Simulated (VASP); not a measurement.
Crystal: CdF2.

```
CELL_PARAMETERS angstrom
0.00000 2.62015 2.62015
2.62015 0.00000 2.62015
2.62015 2.62015 0.00000
ATOMIC_POSITIONS crystal
Cd 0.00000 0.00000 0.00000
F 0.25000 0.25000 0.25000
F 0.75000 0.75000 0.75000
```

Base run:

| Item | Value |
| --- | --- |
| Program | VASP 6.6.1 |
| Functional | LDA |
| Potentials or basis | VASP PAW LDA potentials, release 64 (Cd_sv_GW, F) |
| Cutoff | 600 eV |
| k mesh | 6 × 6 × 6 |
| Occupations | methfessel-paxton, width 0.01 eV |
| Spin | no spin polarisation |

Its results: band gap on the k mesh 3.13 eV, indirect (least direct gap 3.47 eV); pressure 3.9 GPa.

**Question.** The run is repeated on the same cell with these changes: potentials or basis from VASP PAW LDA potentials, release 64 (Cd_sv_GW, F) to VASP PAW LDA potentials, release 64 (Cd, F); cutoff from 600 eV to 520 eV; further incar settings from ALGO = Normal; EDIFF = 1e-06; NBANDS = 24 to ALGO = Normal; EDIFF = 1e-06; NBANDS = 20; valence electrons from 34 to 26. What comes out?

**Answer.** Band gap on the k mesh 3.11 eV, indirect (least direct gap 3.45 eV); pressure 5.9 GPa.

A k mesh can miss the band edges.
